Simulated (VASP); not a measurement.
# BN (P6_3mc) in VASP: notebook

Runs on BN. Level: PBE. Tasks: single point, relaxation of shape and atoms at fixed volume.

Program: VASP 6.6.1. These are calculated values, not measurements. Logs are shortened: lines on timing, memory, paths and dates and some standing lists are left out, and cuts for length are marked.

## (1) The cell of the first run

Symmetry: P6_3mc, No. 186, hexagonal system. The conventional cell has a = 2.637 Å, b = 2.637 Å, c = 4.361 Å, α = 90.00°, β = 90.00°, γ = 120.00°. Within 2.2 Å of B (site symmetry 3m) lie 4 N at 1.62 to 1.64 Å. Within 2.2 Å of N (site symmetry 3m) lie 4 B at 1.62 to 1.64 Å.

## (2) Single point, PBE (volume scaled by 1.10, then relaxed in part)

Input file INCAR:

```
ALGO     = Normal         # electronic algorithm
EDIFF    = 1E-6           # SCF threshold, eV
ENCUT    = 520            # plane-wave cutoff, eV
GGA      = PE             # functional
ISIF     = 2              # what is computed and relaxed
ISMEAR   = 0              # smearing method
LASPH    = T              # aspherical terms in the spheres
LCHARG   = F              # write CHGCAR
LREAL    = F              # projectors in reciprocal space
LWAVE    = F              # write WAVECAR
NBANDS   = 16             # bands
NELM     = 100            # most SCF steps
PREC     = Accurate       # precision mode
SIGMA    = 0.02           # smearing width, eV
```

Input file KPOINTS:

```
k-points
0
Gamma
  12 12 6
```

Input file POSCAR:

```
BN
1.0
    2.6370704108      0.0000000000      0.0000000000
   -1.3185352054      2.2837699673      0.0000000000
    0.0000000000      0.0000000000      4.3607891714
B N
2 2
Direct
    0.6666666667      0.3333333333      1.0002332908
    0.3333333333      0.6666666667      0.5002332908
    0.6666666667      0.3333333333      0.6247667092
    0.3333333333      0.6666666667      0.1247667092
```

Potentials or basis: VASP PAW PBE potentials, release 64 (B, N).

On the command line:

```
$ cat potpaw_PBE.64/B/POTCAR potpaw_PBE.64/N/POTCAR > POTCAR
$ mpirun -np 1 vasp_std > vasp.out
```

OUTCAR:

```text
EDIFF = 1E-6
   ENCUT = 520
   GGA = PE
   ISIF = 2
   ISMEAR = 0
   LASPH = T
   LREAL = F
   NELM = 100
   PREC = Accurate

 ion  position               nearest neighbor table
   1  0.667  0.333  0.000-   4 1.62   4 1.62   4 1.62   3 1.64
   2  0.333  0.667  0.500-   3 1.62   3 1.62   3 1.62   4 1.64
   3  0.667  0.333  0.625-   2 1.62   2 1.62   2 1.62   1 1.64
   4  0.333  0.667  0.125-   1 1.62   1 1.62   1 1.62   2 1.64

  LATTYP: Found a hexagonal cell.
 ALAT       =     2.6370704108
 C/A-ratio  =     1.6536491227

  Lattice vectors:

 A1 = (   2.6370704108,   0.0000000000,   0.0000000000)
 A2 = (  -1.3185352054,   2.2837699673,   0.0000000000)
 A3 = (   0.0000000000,   0.0000000000,   4.3607891714)

Analysis of symmetry for initial positions (statically):
=====================================================================
 Subroutine PRICEL returns:
 Original cell was already a primitive cell.

 Routine SETGRP: Setting up the symmetry group for a
 hexagonal supercell.

 Subroutine GETGRP returns: Found 12 space group operations
 (whereof  6 operations were pure point group operations)
 out of a pool of 24 trial point group operations.

The static configuration has the point symmetry C_3v.
 The point group associated with its full space group is C_6v.

Analysis of symmetry for dynamics (positions and initial velocities):
=====================================================================
 Subroutine PRICEL returns:
 Original cell was already a primitive cell.

 Routine SETGRP: Setting up the symmetry group for a
 hexagonal supercell.

 Subroutine GETGRP returns: Found 12 space group operations
 (whereof  6 operations were pure point group operations)
 out of a pool of 24 trial point group operations.

The dynamic configuration has the point symmetry C_3v.
 The point group associated with its full space group is C_6v.

 Subroutine INISYM returns: Found 12 space group operations
 (whereof  6 operations are pure point group operations),
 and found     1 'primitive' translations

----------------------------------------------------------------------------------------

                                     Primitive cell

  volume of cell :      26.2627

  direct lattice vectors                    reciprocal lattice vectors
     2.637070411  0.000000000  0.000000000     0.379208684  0.218936236  0.000000000
    -1.318535205  2.283769967  0.000000000     0.000000000  0.437872472  0.000000000
     0.000000000  0.000000000  4.360789171     0.000000000  0.000000000  0.229316291

  length of vectors
     2.637070411  2.637070411  4.360789171     0.437872472  0.437872472  0.229316291

  position of ions in fractional coordinates (direct lattice)
     0.666666667  0.333333333  0.000233291
     0.333333333  0.666666667  0.500233291
     0.666666667  0.333333333  0.624766709
     0.333333333  0.666666667  0.124766709

  ion indices of the primitive-cell ions
   primitive index   ion index
                 1           1
                 2           2
                 3           3
                 4           4

----------------------------------------------------------------------------------------

 KPOINTS: k-points

Automatic generation of k-mesh.
 Grid dimensions read from file:
 generate k-points for:   12   12    6

 Generating k-lattice:

  Cartesian coordinates                     Fractional coordinates (reciprocal lattice)
     0.031600724  0.018244686  0.000000000     0.083333333 -0.000000000  0.000000000
     0.000000000  0.036489373  0.000000000     0.000000000  0.083333333  0.000000000
     0.000000000  0.000000000  0.038219382     0.000000000  0.000000000  0.166666667

  Length of vectors
     0.036489373  0.036489373  0.038219382

  Shift w.r.t. Gamma in fractional coordinates (k-lattice)
     0.000000000  0.000000000  0.000000000

 Subroutine IBZKPT returns following result:
 ===========================================

 Found     76 irreducible k-points:

 Following reciprocal coordinates:
            Coordinates               Weight
  0.000000  0.000000  0.000000      1.000000
  0.083333  0.000000  0.000000      6.000000
  0.166667  0.000000  0.000000      6.000000
  0.250000 -0.000000  0.000000      6.000000
  0.333333  0.000000  0.000000      6.000000
  0.416667  0.000000  0.000000      6.000000
[... 16 lines left out ...]
  0.250000 -0.000000  0.166667     12.000000
  0.333333  0.000000  0.166667     12.000000
 [... further k-points ...]
   k-points           NKPTS =     76   k-points in BZ     NKDIM =     76   number of bands    NBANDS=     16
   number of dos      NEDOS =    301   number of ions     NIONS =      4
   total plane-waves  NPLWV =  12800
   dimension x,y,z NGX =    20 NGY =   20 NGZ =   32
   dimension x,y,z NGXF=    40 NGYF=   40 NGZF=   64
   ions per type =               2   2
   NGX,Y,Z   is equivalent  to a cutoff of  12.61, 12.61, 12.20 a.u.
   NGXF,Y,Z  is equivalent  to a cutoff of  25.22, 25.22, 24.40 a.u.
 SYSTEM =  unknown system
   PREC   = accura    normal or accurate (medium, high low for compatibility)
   ISTART =      0    job   : 0-new  1-cont  2-samecut
   ICHARG =      2    charge: 1-file 2-atom 10-const
   ISPIN  =      1    spin polarized calculation?
   LNONCOLLINEAR =      F non collinear calculations
   LSORBIT =      F    spin-orbit coupling
   LASPH  =      T    aspherical Exc in radial PAW
   ENCUT  =  520.0 eV  38.22 Ry    6.18 a.u.   4.90  4.90  8.11*2*pi/ulx,y,z
   NELM   =    100;   NELMIN=  2; NELMDL= -5     # of ELM steps
   EDIFF  = 0.1E-05   stopping-criterion for ELM
   LREAL  =      F    real-space projection
   EDIFFG = 0.1E-04   stopping-criterion for IOM
   NSW    =      0    number of steps for IOM
   IBRION =     -1    ionic relax: 0-MD 1-quasi-New 2-CG
   NFREE  =      0    steps in history (QN), initial steepest desc. (CG)
   ISIF   =      2    stress and relaxation
   ISYM   =      2    0-nonsym 1-usesym 2-fastsym
   POTIM  = 0.5000    time-step for ionic-motion
   TEBEG  =    0.0;   TEEND  =   0.0 temperature during run
   PSTRESS=    0.0 pullay stress
   NELECT =      16.0000    total number of electrons
   NUPDOWN=      -1.0000    fix difference up-down
   EMIN   =  10.00;   EMAX   =-10.00  energy-range for DOS
   EFERMI =   0.00;   METHOD = LEGACY
   ISMEAR =     0;   SIGMA  =   0.02  broadening in eV -4-tet -1-fermi 0-gaus
   EFERMI_NEDOS =   21; number of points for ismear=-14 and -15
   IALGO  =     38    algorithm
   IMIX   =      4    mixing-type and parameters
     AMIX     =   0.40;   BMIX     =  1.00
     AMIX_MAG =   1.60;   BMIX_MAG =  1.00
  volume/ion in A,a.u.               =       6.57        44.31
  Fermi-wavevector in a.u.,A,eV,Ry     =   1.387826  2.622611 26.205661  1.926062
  Thomas-Fermi vector in A             =   2.512010
   LORBIT       =      0    0 simple, 1 ext, 2 COOP (PROOUT), +10 PAW based schemes
   GGA     = PE    functional components
   LHFCALC =     F    Hartree Fock is set to
   AEXX    =    0.0000 exact exchange contribution
   IVDW    =     0    specifies the selected vdW correction
   LEPSILON=     F    determine dielectric tensor
   LRPA    =     F    only Hartree local field effects (RPA)
 non-spin polarized calculation
 Gauss-broadening in eV      SIGMA  =   0.02
  energy-cutoff  :      520.00
  volume of cell :       26.26
 maximum number of plane-waves:       738
 NGX is ok and might be reduce to    20
   NGX =  9   NGY =  9   NGZ = 17

 number of electron      15.9999999 magnetization

 Free energy of the ion-electron system (eV)
  ---------------------------------------------------
  ext. energy  EPLUGINS =         0.00000000
  ---------------------------------------------------
  free energy    TOTEN  =       -34.59984407 eV

  energy without entropy =      -34.59984407  energy(sigma->0) =      -34.59984407

 E-fermi :   6.3940     XC(G=0): -12.2980

 val. band max:        6.2727326783   @ k =   0.0000   0.0000   0.0000
 cond. band min:      11.6564195428   @ k =   0.3333   0.3333   0.0000
 fundamental gap:      5.3836868644
 Fermi energy:         6.3940042152

 k-point     1 :       0.0000    0.0000    0.0000
  band No.  band energies     occupation
      1     -12.9418      2.00000
      2      -9.2660      2.00000
      3      -3.6527      2.00000
      4       4.3731      2.00000
      5       4.3731      2.00000
      6       6.0942      2.00000
[... 8 lines left out ...]
     15      17.3925      0.00000
     16      21.1676      0.00000

 k-point     2 :       0.0833    0.0000    0.0000
  band No.  band energies     occupation
      1     -12.8035      2.00000
      2      -9.1622      2.00000
      3      -3.5142      2.00000
      4       3.7237      2.00000
      5       4.1231      2.00000
      6       5.7201      2.00000
[... 8 lines left out ...]
     15      17.7801      0.00000
     16      20.9880      0.00000

 k-point     3 :       0.1667    0.0000    0.0000
  band No.  band energies     occupation
      1     -12.3938      2.00000
      2      -8.8668      2.00000
      3      -3.1046      2.00000
      4       2.1773      2.00000
      5       3.5315      2.00000
      6       4.3754      2.00000
[... 8 lines left out ...]
     15      18.7895      0.00000
     16      20.5068      0.00000

 k-point     4 :       0.2500   -0.0000    0.0000
  band No.  band energies     occupation
      1     -11.7314      2.00000
      2      -8.4391      2.00000
      3      -2.4456      2.00000
      4       0.3646      2.00000
      5       2.7225      2.00000
      6       2.8639      2.00000
[... 8 lines left out ...]
     15      20.0938      0.00000
     16      20.3940      0.00000
[... 324 lines left out ...]
 k-point    22 :       0.1667    0.0000    0.1667
  band No.  band energies     occupation
      1     -12.2448      2.00000
      2      -9.3034      2.00000
      3      -2.4260      2.00000
      4       2.3122      2.00000
      5       3.6499      2.00000
      6       3.9678      2.00000
[... 8 lines left out ...]
     15      18.5158      0.00000
     16      20.3522      0.00000

 k-point    23 :       0.2500   -0.0000    0.1667
  band No.  band energies     occupation
      1     -11.5877      2.00000
      2      -8.8247      2.00000
      3      -1.9087      2.00000
      4       0.5777      2.00000
      5       2.3303      2.00000
      6       2.9890      2.00000
[... 8 lines left out ...]
     15      19.8025      0.00000
     16      20.4050      0.00000

 k-point    24 :       0.3333    0.0000    0.1667
  band No.  band energies     occupation
      1     -10.7278      2.00000
      2      -8.3206      2.00000
      3      -1.8018      2.00000
      4      -0.4305      2.00000
      5       0.7087      2.00000
      6       2.4283      2.00000
[... 8 lines left out ...]
     15      21.0196      0.00000
     16      21.0641      0.00000

 [... further k-points ...]
[... 5 lines left out ...]
  --------------------------------------------------------------------------------------
  -------------------------------------------------------------------------------------
  Total       -4.8593493     -4.8593493     -4.8665107      0.0000000      0.0000000      0.0000000
  in kB     -296.4486869   -296.4486869   -296.8855685      0.0000000      0.0000000      0.0000000
  external PRESSURE =    -296.5943141 kB  Pullay stress =       0.0000000 kB

 VOLUME and BASIS-vectors are now :
 -----------------------------------------------------------------------------
  energy-cutoff  :      520.00
  volume of cell :       26.26
      direct lattice vectors                 reciprocal lattice vectors
     2.637070411  0.000000000  0.000000000     0.379208684  0.218936236  0.000000000
    -1.318535205  2.283769967  0.000000000     0.000000000  0.437872472  0.000000000
     0.000000000  0.000000000  4.360789171     0.000000000  0.000000000  0.229316291

 POSITION                                       TOTAL-FORCE (eV/Angst)
 -----------------------------------------------------------------------------------
      1.31854      0.76126      0.00102        -0.000000      0.000000     -0.002369
     -0.00000      1.52251      2.18141         0.000000     -0.000000     -0.002369
      1.31854      0.76126      2.72448         0.000000     -0.000000      0.002369
     -0.00000      1.52251      0.54408        -0.000000      0.000000      0.002369
 -----------------------------------------------------------------------------------
    total drift:                               -0.000000     -0.000000      0.000052

  FREE ENERGIE OF THE ION-ELECTRON SYSTEM (eV)
  ---------------------------------------------------
  free  energy   TOTEN  =       -34.5998440722 eV

  energy  without entropy=      -34.5998440722  energy(sigma->0) =      -34.59984407
```

It took 11 s on 1 thread of Intel Xeon 6975P-C (Granite Rapids), shared host; peak memory 0.14 GiB.

What came out:

```
Free energy            : -34.5998 eV
Pressure               : -29.7 GPa
Band gap on the k mesh : 5.38 eV, indirect (least direct gap 7.76 eV)
```

Forces in eV/Å, atoms in the order of the input:
```
B    0.000  0.000 -0.002
B    0.000  0.000 -0.002
N    0.000  0.000  0.002
N    0.000  0.000  0.002
```

Levels at points of the mesh, in eV from the valence-band top:
| k point | band 5 | band 6 | band 7 | band 8 | band 9 | band 10 | band 11 | band 12 |
| --- | --- | --- | --- | --- | --- | --- | --- | --- |
| (0.00, 0.00, 0.00) | -1.90 | -0.18 | 0.00 | 0.00 | 7.91 | 7.97 | 7.97 | 8.29 |
| (0.50, 0.00, 0.00) | -6.29 | -4.47 | -3.87 | -1.91 | 6.34 | 7.66 | 10.11 | 10.36 |
| (0.00, 0.00, 0.50) | -1.05 | -1.05 | -1.05 | -1.05 | 8.52 | 8.52 | 9.38 | 9.38 |
| (0.50, 0.00, 0.50) | -3.37 | -3.37 | -3.20 | -3.20 | 6.21 | 6.21 | 9.32 | 9.32 |

 A k mesh can miss the band edges.

[end of part 1 of 3]
